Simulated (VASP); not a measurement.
Cu:

```
Cu
1.0
     0.00000    1.83129    1.83129
     1.83129    0.00000    1.83129
     1.83129    1.83129    0.00000
Cu
1
Direct
  0.00000 0.00000 0.00000
```

Base run:

```yaml
Program: VASP 6.6.1
Functional: SVWN5
Potentials_or_basis: VASP PAW PBE potentials, release 64 (Cu)
Cutoff: 600 eV
k_mesh: 13 × 13 × 13
Occupations: fermi-dirac, width 0.05 eV
Spin: no spin polarisation
```

Its results: band gap on the k mesh zero (an odd number of electrons rules out a gap without spin polarisation); pressure -16.5 GPa.

Problem. The run is repeated on the same cell with these changes: functional from SVWN5 to r2SCAN50; cutoff from 600 eV to 580 eV; k mesh from 13 × 13 × 13 to 7 × 7 × 7. What comes out?

Solution. Band gap on the k mesh zero (an odd number of electrons rules out a gap without spin polarisation); pressure -3.6 GPa.

Several settings changed at once.

Caveats: some runs use coarse meshes; the PAW data sets were made with another functional, which shifts forces and pressure a little; the cell stands under tension (at least some runs).
